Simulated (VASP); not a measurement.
# TiPt3 (Pm-3m) in VASP: a series of runs, part 3 of 3

VASP 6.6.1. Earlier steps stand in the parts before.

### Step 7. Single point, PBEsol, non-collinear spin, zero start, spin-orbit coupling

Input file INCAR:

```
SYSTEM = TiPt3
ALGO = Normal
EDIFF = 1E-6
ENCUT = 520
GGA = PS
GGA_COMPAT = .False.
ISIF = 2
ISMEAR = -1
LASPH = .True.
LCHARG = .False.
LMAXMIX = 4
LORBIT = 11
LORBMOM = .True.
LREAL = .False.
LSORBIT = .True.
LWAVE = .False.
MAGMOM = 0 0 0 0 0 0 0 0 0 0 0 0
NBANDS = 56
NELM = 150
PREC = Accurate
SIGMA = 0.05
```

Input file KPOINTS:

```
k-points
0
Gamma
  5 5 5
  0 0 0
```

Input file POSCAR:

```
TiPt3
1.0
    3.8970000000      0.0000000000      0.0000000000
    0.0000000000      3.8970000000      0.0000000000
    0.0000000000      0.0000000000      3.8970000000
Pt Ti
3 1
Direct
    0.5000000000      0.5000000000      0.0000000000
    0.5000000000      0.0000000000      0.5000000000
    0.0000000000      0.5000000000      0.5000000000
    0.0000000000      0.0000000000      0.0000000000
```

Potentials or basis: VASP PAW PBE potentials, release 64 (Pt, Ti_sv).

Launch:

```console
> cat potpaw_PBE.64/Pt/POTCAR potpaw_PBE.64/Ti_sv/POTCAR > POTCAR
> mpirun -np 1 vasp_ncl > vasp.out
```

OUTCAR:

```text
SYSTEM = TiPt3
   EDIFF = 1E-6
   ENCUT = 520
   GGA = PS
   ISIF = 2
   ISMEAR = -1
   LASPH = .True.
   LORBIT = 11
   LREAL = .False.
   LSORBIT = .True.
   NELM = 150
   PREC = Accurate

 ion  position               nearest neighbor table
   1  0.500  0.500  0.000-   2 2.76   3 2.76   4 2.76   2 2.76   3 2.76   2 2.76   4 2.76   2 2.76
                             3 2.76   4 2.76   3 2.76   4 2.76
   2  0.500  0.000  0.500-   1 2.76   3 2.76   4 2.76   1 2.76   4 2.76   1 2.76   3 2.76   1 2.76
                             3 2.76   4 2.76   4 2.76   3 2.76
   3  0.000  0.500  0.500-   1 2.76   2 2.76   4 2.76   1 2.76   4 2.76   2 2.76   4 2.76   4 2.76
                             1 2.76   2 2.76   1 2.76   2 2.76
   4  0.000  0.000  0.000-   1 2.76   2 2.76   3 2.76   2 2.76   3 2.76   1 2.76   3 2.76   3 2.76
                             1 2.76   2 2.76   2 2.76   1 2.76

  LATTYP: Found a simple cubic cell.
 ALAT       =     3.8970000000

  Lattice vectors:

 A1 = (   3.8970000000,   0.0000000000,   0.0000000000)
 A2 = (   0.0000000000,   3.8970000000,   0.0000000000)
 A3 = (   0.0000000000,   0.0000000000,   3.8970000000)

Analysis of symmetry for initial positions (statically):
=====================================================================
 Subroutine PRICEL returns:
 Original cell was already a primitive cell.

 Routine SETGRP: Setting up the symmetry group for a
 simple cubic supercell.

 Subroutine GETGRP returns: Found 48 space group operations
 (whereof 48 operations were pure point group operations)
 out of a pool of 48 trial point group operations.

The static configuration has the point symmetry O_h .

Analysis of symmetry for dynamics (positions and initial velocities):
=====================================================================
 Subroutine PRICEL returns:
 Original cell was already a primitive cell.

 Routine SETGRP: Setting up the symmetry group for a
 simple cubic supercell.

 Subroutine GETGRP returns: Found 48 space group operations
 (whereof 48 operations were pure point group operations)
 out of a pool of 48 trial point group operations.

[... 783 lines left out ...]
  1        -0.000   0.000  -0.000
  2         0.000  -0.000  -0.000
  3         0.000  -0.000  -0.000
  4         0.000  -0.000  -0.000
 ----------------------------------------
            0.000  -0.000  -0.000

 orbital moment (z)

 # of ion     p       d       tot
 ----------------------------------------
  1         0.000  -0.000  -0.000
  2         0.000  -0.000  -0.000
  3         0.000   0.000   0.000
  4         0.000  -0.000  -0.000
 ----------------------------------------
            0.000  -0.000  -0.000

 Spin-Orbit-Coupling matrix elements

 Ion:    1  E_soc:     -0.7160957
 l=   1
     0.0000000    -0.0368779    -0.0393409
    -0.0368779     0.0000000    -0.0368779
    -0.0393409    -0.0368779     0.0000000
 l=   2
     0.0000000    -0.0149813     0.0000000    -0.0149813    -0.0608982
    -0.0149813     0.0000000    -0.0492273    -0.0142241    -0.0207058
     0.0000000    -0.0492273     0.0000000    -0.0492273     0.0000000
    -0.0149813    -0.0142241    -0.0492273     0.0000000    -0.0207058
    -0.0608982    -0.0207058     0.0000000    -0.0207058     0.0000000
 l=   3
     0.0000000     0.0000000     0.0000000     0.0000000     0.0000000     0.0000000     0.0000000
     0.0000000     0.0000000     0.0000000     0.0000000     0.0000000     0.0000000     0.0000000
     0.0000000     0.0000000     0.0000000     0.0000000     0.0000000     0.0000000     0.0000000
     0.0000000     0.0000000     0.0000000     0.0000000     0.0000000     0.0000000     0.0000000
[... 49 lines left out ...]
 l=   2
     0.0000000    -0.0001487     0.0000000    -0.0001487    -0.0001701
    -0.0001487     0.0000000    -0.0001276    -0.0001487    -0.0000425
     0.0000000    -0.0001276     0.0000000    -0.0001276     0.0000000
    -0.0001487    -0.0001487    -0.0001276     0.0000000    -0.0000425
    -0.0001701    -0.0000425     0.0000000    -0.0000425     0.0000000
 l=   3
     0.0000000     0.0000000     0.0000000     0.0000000     0.0000000     0.0000000     0.0000000
     0.0000000     0.0000000     0.0000000     0.0000000     0.0000000     0.0000000     0.0000000
     0.0000000     0.0000000     0.0000000     0.0000000     0.0000000     0.0000000     0.0000000
     0.0000000     0.0000000     0.0000000     0.0000000     0.0000000     0.0000000     0.0000000
     0.0000000     0.0000000     0.0000000     0.0000000     0.0000000     0.0000000     0.0000000
     0.0000000     0.0000000     0.0000000     0.0000000     0.0000000     0.0000000     0.0000000
     0.0000000     0.0000000     0.0000000     0.0000000     0.0000000     0.0000000     0.0000000

 total charge

# of ion       s       p       d       tot
------------------------------------------
    1        0.698   0.702   8.042   9.443
    2        0.698   0.702   8.042   9.443
    3        0.698   0.702   8.042   9.443
    4        2.215   6.165   1.807  10.186
--------------------------------------------------
tot          4.308   8.272  25.934  38.514

 magnetization (x)

# of ion       s       p       d       tot
------------------------------------------
    1       -0.000   0.000   0.000   0.000
    2        0.000  -0.000   0.000   0.000
    3        0.000   0.000   0.000   0.000
    4       -0.000  -0.000  -0.000  -0.000
--------------------------------------------------
tot          0.000   0.000   0.000   0.000

 magnetization (y)

# of ion       s       p       d       tot
------------------------------------------
    1        0.000   0.000   0.000   0.000
    2        0.000   0.000   0.000   0.000
    3        0.000   0.000  -0.000   0.000
    4       -0.000  -0.000  -0.000  -0.000
--------------------------------------------------
tot          0.000   0.000   0.000   0.000

 magnetization (z)

# of ion       s       p       d       tot
------------------------------------------
    1       -0.000   0.000  -0.000  -0.000
    2        0.000   0.000  -0.000  -0.000
    3        0.000  -0.000  -0.000   0.000
    4        0.000  -0.000   0.000   0.000
--------------------------------------------------
tot          0.000  -0.000  -0.000   0.000
```

stdout:

```text
POSCAR found type information on POSCAR PtTi
 POSCAR found :  2 types and       4 ions
 scaLAPACK will be used
 -----------------------------------------------------------------------------
|                                                                             |
|                                                                             |
|     You enforced a specific xc type in the INCAR file but a different       |
|     I HOPE YOU KNOW WHAT YOU ARE DOING!                                     |
|                                                                             |
 -----------------------------------------------------------------------------

 LDA part: xc-table for (Slater+PW92), standard interpolation
 POSCAR, INCAR and KPOINTS ok, starting setup
 FFT: planning ... GRIDC
 FFT: planning ... GRID_SOFT
 FFT: planning ... GRID
 WAVECAR not read
 entering main loop
```

Run time: 3.1 min. Hardware: 1 thread of Intel Xeon 6975P-C, shared host; peak memory 0.3 GiB.

Results:

* Free energy: -33.8314 eV
* Pressure: 0.1 GPa
* Net moment: 0.00 μB per cell
* Valence electrons inside the program's atomic spheres: Pt 9.44; Ti 10.19

Moments on the atoms (μB; x, y, z):
```
Pt  0.00 0.00 0.00
Pt  0.00 0.00 0.00
Pt  0.00 0.00 0.00
Ti  0.00 0.00 0.00
```

Caveat: the PAW data sets were made with another functional, which shifts forces and pressure a little.

### Step 8. Summary

| task | spin | cell | k mesh | cutoff (eV) | gap on the mesh (eV) | pressure (GPa) |
| --- | --- | --- | --- | --- | --- | --- |
| relaxation of cell and atoms | off | relaxed to 5 GPa | 7 × 7 × 7 | 600 | none | 4.9 |
| relaxation of cell and atoms | off | relaxed to 10 GPa | 7 × 7 × 7 | 600 | none | 9.9 |
| relaxation of cell and atoms | off | relaxed to 20 GPa | 7 × 7 × 7 | 600 | none | 20.0 |
| relaxation of cell and atoms | off | relaxed to 30 GPa | 7 × 7 × 7 | 600 | none | 30.0 |
| single point | off | as given | 5 × 5 × 5 | 520 | none | 0.1 |
| single point | non-collinear, zero start, SOC | as given | 5 × 5 × 5 | 520 | - | 0.1 |

Alike in all rows: level PBEsol; potentials or basis VASP PAW PBE potentials, release 64 (Pt, Ti_sv); smearing fermi-dirac 0.05 eV.

Caveats: the PAW data sets were made with another functional, which shifts forces and pressure a little; spin-orbit coupling is left out, which moves the levels of the heavy elements (some runs); the cell is relaxed towards a set pressure, so the enthalpy falls and the energy may rise (some runs).

Absolute energies hang on the potentials; compare differences alone.
